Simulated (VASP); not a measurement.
Set up this calculation in VASP 6.6.1, as the native input.

* Task: single point
* Functional: PBE
* Potentials or basis: VASP PAW PBE potentials, release 64 (Ca_sv, H)
* Cutoff: 520 eV
* k mesh: 6 × 6 × 12
* Occupations: gaussian, width 0.1 eV
* Spin: no spin polarisation
* Dipole correction: no
* Further INCAR settings: ALGO = Normal; EDIFF = 1e-07; NBANDS = 26

The structure of CaH lies in POSCAR:

```
CaH
1.0
    6.5330197671      0.0000000000      0.0000000000
   -3.2665098836      5.6577610818      0.0000000000
    0.0000000000      0.0000000000      3.4098214818
Ca H
3 3
Direct
    0.5000000000      0.0000000000      0.0000000000
    0.5000000000      0.5000000000      0.0000000000
    0.0000000000      0.5000000000      0.0000000000
    0.0000000000      0.0000000000      0.0000000000
    0.3333333333      0.6666666667      0.5000000000
    0.6666666667      0.3333333333      0.5000000000
```

These files were run (other wordings do the same):

INCAR

```
SYSTEM = CaH
PREC = Accurate
ENCUT = 520
EDIFF = 1E-7
ISMEAR = 0
SIGMA = 0.1
LREAL = .FALSE.
LASPH = .TRUE.
NELM = 100
ALGO = Normal
ISIF = 2
LWAVE = .FALSE.
LCHARG = .TRUE.
GGA = PE
LELF = .TRUE.
LVHAR = .TRUE.
NBANDS = 26
```

KPOINTS

```
Automatic mesh
0
G
  6 6 12
  0 0 0
```

Potentials or basis: VASP PAW PBE potentials, release 64 (Ca_sv, H).

The run is started by

```bash
$ cat potpaw_PBE.64/Ca_sv/POTCAR potpaw_PBE.64/H/POTCAR > POTCAR
$ mpirun -np 1 vasp_std > vasp.out
```

Results of the run:

- Pressure: 0.0 GPa

Wall time 2.2 min on 1 thread of Intel(R) Xeon(R) 6975P-C (Granite Rapids), with other jobs on the host, peak memory 0.31 GiB.
